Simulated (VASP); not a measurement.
# AlN (R3m) in VASP: single point with HSE06

Aim: the single point of AlN with HSE06.

Everything below comes from runs of VASP 6.6.1. Logs are shortened: lines on timing, memory, paths and dates and some standing lists are left out, and cuts for length are marked.

## (1) The cell of the first run

The structure is trigonal, space group R3m (No. 160). The conventional cell has a = 2.997 Å, b = 2.997 Å, c = 7.647 Å, α = 90.00°, β = 90.00°, γ = 120.00°. Al (site symmetry 3m) has 4 N at 1.85 to 1.88 Å within 2.5 Å. N (site symmetry 3m) has 4 Al at 1.85 to 1.88 Å within 2.5 Å.

## (2) Single point, HSE06 (epitaxial 111 strain -3.0%)

POSCAR

```
AlN
1.0
    0.0587843221      2.1781144422      2.1781144422
    2.1781144422      0.0587843221      2.1781144422
    2.1781144422      2.1781144422      0.0587843221
Al N
1 1
Direct
    0.0019441439      0.0019441439      0.0019441439
    0.2480558561      0.2480558561      0.2480558561
```

INCAR.step1

```
PREC     = Accurate       # precision mode
ENCUT    = 520            # plane-wave cutoff, eV
EDIFF    = 1E-5           # SCF threshold, eV
ISMEAR   = 0              # smearing method
SIGMA    = 0.01           # smearing width, eV
LREAL    = F              # projectors in reciprocal space
LASPH    = T              # aspherical terms in the spheres
NELM     = 80             # most SCF steps
ALGO     = Normal         # electronic algorithm
ISIF     = 2              # what is computed and relaxed
LWAVE    = T              # write WAVECAR
GGA      = PE             # functional
NBANDS   = 11             # bands
```

INCAR.step2

```
PREC     = Accurate       # precision mode
ENCUT    = 520            # plane-wave cutoff, eV
EDIFF    = 1E-6           # SCF threshold, eV
ISMEAR   = 0              # smearing method
SIGMA    = 0.01           # smearing width, eV
LREAL    = F              # projectors in reciprocal space
LASPH    = T              # aspherical terms in the spheres
NELM     = 80             # most SCF steps
ALGO     = Normal         # electronic algorithm
ISIF     = 2              # what is computed and relaxed
LWAVE    = F              # write WAVECAR
LCHARG   = T              # write CHGCAR
GGA      = PE             # functional
LHFCALC  = T              # exact exchange
HFSCREEN = 0.2079         # screening, 1/A
PRECFOCK = Normal       
LELF     = T              # ELF
LVHAR    = T            
ISTART   = 1            
NBANDS   = 11             # bands
```

KPOINTS

```
regular mesh
0
Gamma
  8 8 8
```

Potentials or basis: VASP PAW PBE potentials, release 64 (Al, N).

Started as:

```bash
cat potpaw_PBE.64/Al/POTCAR potpaw_PBE.64/N/POTCAR > POTCAR
cp INCAR.step1 INCAR
mpirun -np 1 vasp_std > vasp.out
cp INCAR.step2 INCAR
mpirun -np 1 vasp_std > vasp.out
```

OUTCAR:

```text
PREC = Accurate
   ENCUT = 520
   EDIFF = 1E-6
   ISMEAR = 0
   LREAL = F
   LASPH = T
   NELM = 80
   ISIF = 2
   GGA = PE
   LHFCALC = T
   HFSCREEN = 0.2079
   PRECFOCK = Normal
   ISTART = 1

 ion  position               nearest neighbor table
   1  0.002  0.002  0.002-   2 1.85   2 1.85   2 1.85   2 1.88
   2  0.248  0.248  0.248-   1 1.85   1 1.85   1 1.85   1 1.88

  LATTYP: Found a trigonal (rhomboedric) cell.
 ALAT       =     3.0808798489
 COS(alpha) =     0.5267967731

  Lattice vectors:

 A1 = (   0.0587843221,   2.1781144422,   2.1781144422)
 A2 = (   2.1781144422,   0.0587843221,   2.1781144422)
 A3 = (   2.1781144422,   2.1781144422,   0.0587843221)

Analysis of symmetry for initial positions (statically):
=====================================================================
 Subroutine PRICEL returns:
 Original cell was already a primitive cell.

 Routine SETGRP: Setting up the symmetry group for a
 trigonal (rhombohedral) supercell.

 Subroutine GETGRP returns: Found  6 space group operations
 (whereof  6 operations were pure point group operations)
 out of a pool of 12 trial point group operations.

The static configuration has the point symmetry C_3v.

Analysis of symmetry for dynamics (positions and initial velocities):
=====================================================================
 Subroutine PRICEL returns:
 Original cell was already a primitive cell.

 Routine SETGRP: Setting up the symmetry group for a
 trigonal (rhombohedral) supercell.

 Subroutine GETGRP returns: Found  6 space group operations
 (whereof  6 operations were pure point group operations)
 out of a pool of 12 trial point group operations.

The dynamic configuration has the point symmetry C_3v.

 Subroutine INISYM returns: Found  6 space group operations
 (whereof  6 operations are pure point group operations),
 and found     1 'primitive' translations

----------------------------------------------------------------------------------------

                                     Primitive cell

  volume of cell :      19.8303

  direct lattice vectors                    reciprocal lattice vectors
     0.058784322  2.178114442  2.178114442    -0.239064842  0.232782366  0.232782366
     2.178114442  0.058784322  2.178114442     0.232782366 -0.239064842  0.232782366
     2.178114442  2.178114442  0.058784322     0.232782366  0.232782366 -0.239064842

  length of vectors
     3.080879849  3.080879849  3.080879849     0.406850413  0.406850413  0.406850413

  position of ions in fractional coordinates (direct lattice)
     0.001944144  0.001944144  0.001944144
     0.248055856  0.248055856  0.248055856

  ion indices of the primitive-cell ions
   primitive index   ion index
                 1           1
                 2           2

----------------------------------------------------------------------------------------

 KPOINTS: regular mesh

Automatic generation of k-mesh.
 Grid dimensions read from file:
 generate k-points for:    8    8    8

 Generating k-lattice:

  Cartesian coordinates                     Fractional coordinates (reciprocal lattice)
    -0.029883105  0.029097796  0.029097796     0.125000000  0.000000000 -0.000000000
     0.029097796 -0.029883105  0.029097796     0.000000000  0.125000000 -0.000000000
     0.029097796  0.029097796 -0.029883105     0.000000000  0.000000000  0.125000000

  Length of vectors
     0.050856302  0.050856302  0.050856302

  Shift w.r.t. Gamma in fractional coordinates (k-lattice)
     0.000000000  0.000000000  0.000000000

 Subroutine IBZKPT returns following result:
 ===========================================

 Found     65 irreducible k-points:

 Following reciprocal coordinates:
            Coordinates               Weight
  0.000000  0.000000  0.000000      1.000000
  0.125000  0.000000  0.000000      6.000000
  0.250000  0.000000  0.000000      6.000000
  0.375000  0.000000 -0.000000      6.000000
  0.500000  0.000000  0.000000      3.000000
  0.125000  0.125000  0.000000      6.000000
[... 16 lines left out ...]
  0.250000  0.125000  0.125000      6.000000
  0.375000  0.125000  0.125000      6.000000
 [... further k-points ...]
   k-points           NKPTS =     65   k-points in BZ     NKDIM =    512   number of bands    NBANDS=     11
   number of dos      NEDOS =    301   number of ions     NIONS =      2
   total plane-waves  NPLWV =  13824
   dimension x,y,z NGX =    24 NGY =   24 NGZ =   24
   dimension x,y,z NGXF=    48 NGYF=   48 NGZF=   48
   ions per type =               1   1
   NGX,Y,Z   is equivalent  to a cutoff of  12.95, 12.95, 12.95 a.u.
   NGXF,Y,Z  is equivalent  to a cutoff of  25.90, 25.90, 25.90 a.u.
 SYSTEM =  unknown system
   PREC   = accura    normal or accurate (medium, high low for compatibility)
   ISTART =      1    job   : 0-new  1-cont  2-samecut
   ICHARG =      0    charge: 1-file 2-atom 10-const
   ISPIN  =      1    spin polarized calculation?
   LNONCOLLINEAR =      F non collinear calculations
   LSORBIT =      F    spin-orbit coupling
   LASPH  =      T    aspherical Exc in radial PAW
   ENCUT  =  520.0 eV  38.22 Ry    6.18 a.u.   5.73  5.73  5.73*2*pi/ulx,y,z
   NELM   =     80;   NELMIN=  2; NELMDL=  0     # of ELM steps
   EDIFF  = 0.1E-05   stopping-criterion for ELM
   LREAL  =      F    real-space projection
   EDIFFG = 0.1E-04   stopping-criterion for IOM
   NSW    =      0    number of steps for IOM
   IBRION =     -1    ionic relax: 0-MD 1-quasi-New 2-CG
   NFREE  =      0    steps in history (QN), initial steepest desc. (CG)
   ISIF   =      2    stress and relaxation
   ISYM   =      3    0-nonsym 1-usesym 2-fastsym
   POTIM  = 0.5000    time-step for ionic-motion
   TEBEG  =    0.0;   TEEND  =   0.0 temperature during run
   PSTRESS=    0.0 pullay stress
   NELECT =       8.0000    total number of electrons
   NUPDOWN=      -1.0000    fix difference up-down
   EMIN   =  10.00;   EMAX   =-10.00  energy-range for DOS
   EFERMI =   0.00;   METHOD = LEGACY
   ISMEAR =     0;   SIGMA  =   0.01  broadening in eV -4-tet -1-fermi 0-gaus
   EFERMI_NEDOS =   21; number of points for ismear=-14 and -15
   IALGO  =     38    algorithm
   IMIX   =      1    mixing-type and parameters
     AMIX     =   0.40;   BMIX     =  1.00
     AMIX_MAG =   1.60;   BMIX_MAG =  1.00
  volume/ion in A,a.u.               =       9.92        66.91
  Fermi-wavevector in a.u.,A,eV,Ry     =   1.209656  2.285918 19.908953  1.463267
  Thomas-Fermi vector in A             =   2.345226
   LORBIT       =      0    0 simple, 1 ext, 2 COOP (PROOUT), +10 PAW based schemes
   GGA     = PE    functional components
   LHFCALC =     T    Hartree Fock is set to
   PRECFOCK=normal    Normal, Fast or Accurate (Low or Medium for compatibility)
   ENCUT4O =  -1.0   cutoff for four orbital integrals eV
   NKREDX  =     1    reduce k-point grid by
   NKREDY  =     1    reduce k-point grid by
   NKREDZ  =     1    reduce k-point grid by
   AEXX    =    0.2500 exact exchange contribution
   HFSCREEN=    0.2079 screening length (either q_TF or 0.3 A-1)
   HFSCREENC=   0.2079 screening length for correlation (either q_TF or 0.3 A-1)
   ENCUTFOCK=  -1.0 apply spherical cutoff to Coloumb kernel
   IVDW    =     0    specifies the selected vdW correction
   LEPSILON=     F    determine dielectric tensor
   LRPA    =     F    only Hartree local field effects (RPA)
 non-spin polarized calculation
 Gauss-broadening in eV      SIGMA  =   0.01
  energy-cutoff  :      520.00
  volume of cell :       19.83
 maximum number of plane-waves:       546
  NGX = 18; NGY = 18; NGZ = 18

 number of electron       7.9999999 magnetization

 Free energy of the ion-electron system (eV)
  ---------------------------------------------------
  ext. energy  EPLUGINS =         0.00000000
  ---------------------------------------------------
  free energy    TOTEN  =       -17.33540455 eV

  energy without entropy =      -17.33540455  energy(sigma->0) =      -17.33540455

 E-fermi :   5.7520     XC(G=0):  -9.1838

 val. band max:        5.6440656723   @ k =   0.0000   0.0000   0.0000
 cond. band min:      10.0781840671   @ k =   0.5000   0.5000   0.0000
 fundamental gap:      4.4341183948
 Fermi energy:         5.7520421278

 k-point     1 :       0.0000    0.0000    0.0000
  band No.  band energies     occupation
      1     -11.2747      2.00000
      2       5.2513      2.00000
      3       5.6441      2.00000
      4       5.6441      2.00000
      5      11.4833      0.00000
      6      19.5726      0.00000
      7      20.6764      0.00000
      8      20.6764      0.00000
      9      25.5256      0.00000
     10      25.5256      0.00000
     11      26.8290      0.00000

 k-point     2 :       0.1250    0.0000    0.0000
  band No.  band energies     occupation
      1     -11.0106      2.00000
      2       4.3378      2.00000
      3       5.2236      2.00000
      4       5.5397      2.00000
      5      12.4217      0.00000
      6      19.7132      0.00000
      7      20.1586      0.00000
      8      20.8242      0.00000
      9      23.6042      0.00000
     10      23.9972      0.00000
     11      25.8707      0.00000

 k-point     3 :       0.2500    0.0000    0.0000
  band No.  band energies     occupation
      1     -10.2834      2.00000
      2       2.0003      2.00000
      3       5.0326      2.00000
      4       5.3041      2.00000
      5      13.7842      0.00000
      6      18.7481      0.00000
      7      19.6239      0.00000
      8      20.1162      0.00000
      9      23.5839      0.00000
     10      24.5290      0.00000
     11      25.0871      0.00000
[... 267 lines left out ...]
 k-point    23 :       0.2500    0.1250    0.1250
  band No.  band energies     occupation
      1     -10.6279      2.00000
      2       2.9976      2.00000
      3       4.7298      2.00000
      4       5.5823      2.00000
      5      13.5901      0.00000
      6      19.0004      0.00000
      7      19.8356      0.00000
      8      20.9910      0.00000
      9      22.2949      0.00000
     10      24.4827      0.00000
     11      27.9215      0.00000

 k-point    24 :       0.3750    0.1250    0.1250
  band No.  band energies     occupation
      1      -9.8273      2.00000
      2       1.2909      2.00000
      3       3.9936      2.00000
      4       5.3391      2.00000
      5      14.6859      0.00000
      6      17.8235      0.00000
      7      19.3114      0.00000
      8      19.9441      0.00000
      9      23.7090      0.00000
     10      25.8837      0.00000
     11      27.2185      0.00000

 [... further k-points ...]
[... 5 lines left out ...]
  --------------------------------------------------------------------------------------
  -------------------------------------------------------------------------------------
  Total        1.3542067      1.3542067      1.3542067     -0.7251077     -0.7251077     -0.7251077
  in kB      109.4123424    109.4123424    109.4123424    -58.5846509    -58.5846509    -58.5846509
  external PRESSURE =     109.4123424 kB  Pullay stress =       0.0000000 kB

 VOLUME and BASIS-vectors are now :
 -----------------------------------------------------------------------------
  energy-cutoff  :      520.00
  volume of cell :       19.83
      direct lattice vectors                 reciprocal lattice vectors
     0.058784322  2.178114442  2.178114442    -0.239064842  0.232782366  0.232782366
     2.178114442  0.058784322  2.178114442     0.232782366 -0.239064842  0.232782366
     2.178114442  2.178114442  0.058784322     0.232782366  0.232782366 -0.239064842

 POSITION                                       TOTAL-FORCE (eV/Angst)
 -----------------------------------------------------------------------------------
      0.00858      0.00858      0.00858         0.003912      0.003912      0.003912
      1.09517      1.09517      1.09517        -0.003912     -0.003912     -0.003912
 -----------------------------------------------------------------------------------
    total drift:                               -0.000010     -0.000010     -0.000010

  FREE ENERGIE OF THE ION-ELECTRON SYSTEM (eV)
  ---------------------------------------------------
  free  energy   TOTEN  =       -17.3354045517 eV

  energy  without entropy=      -17.3354045517  energy(sigma->0) =      -17.33540455
```

It took 73 min on 1 thread of Oxide Virtual Turin-like, shared host; peak memory 0.23 GiB.

What came out:

```yaml
Free_energy: -17.3354 eV
Pressure: 10.9 GPa
Largest_force: 0.007 eV/Å
Band_gap_on_the_k_mesh: 4.43 eV (least direct gap 5.84 eV)
```

Forces on the atoms (eV/Å):
```
Al   0.004  0.004  0.004
N   -0.004 -0.004 -0.004
```

Levels at points of the mesh, in eV from the valence-band top:
| k point | band 1 | band 2 | band 3 | band 4 | band 5 | band 6 | band 7 | band 8 |
| --- | --- | --- | --- | --- | --- | --- | --- | --- |
| (0.00, 0.00, 0.00) | -16.92 | -0.39 | 0.00 | 0.00 | 5.84 | 13.93 | 15.03 | 15.03 |
| (0.50, 0.00, 0.00) | -14.51 | -6.66 | -0.84 | -0.64 | 9.08 | 11.74 | 12.66 | 13.08 |
| (0.50, 0.50, 0.00) | -13.84 | -5.63 | -2.35 | -1.93 | 4.43 | 10.30 | 16.60 | 18.35 |
| (0.50, 0.50, 0.50) | -14.75 | -6.88 | -0.45 | -0.45 | 9.60 | 11.85 | 13.45 | 13.45 |

Caveat: the cell differs from its parent crystal (epitaxial 111 strain -3.0%); the cell stands under pressure; the structure was generated, so it needn't be the stable form of AlN; the PAW data sets were made with another functional, which shifts forces and pressure a little. A k mesh can miss the band edges.
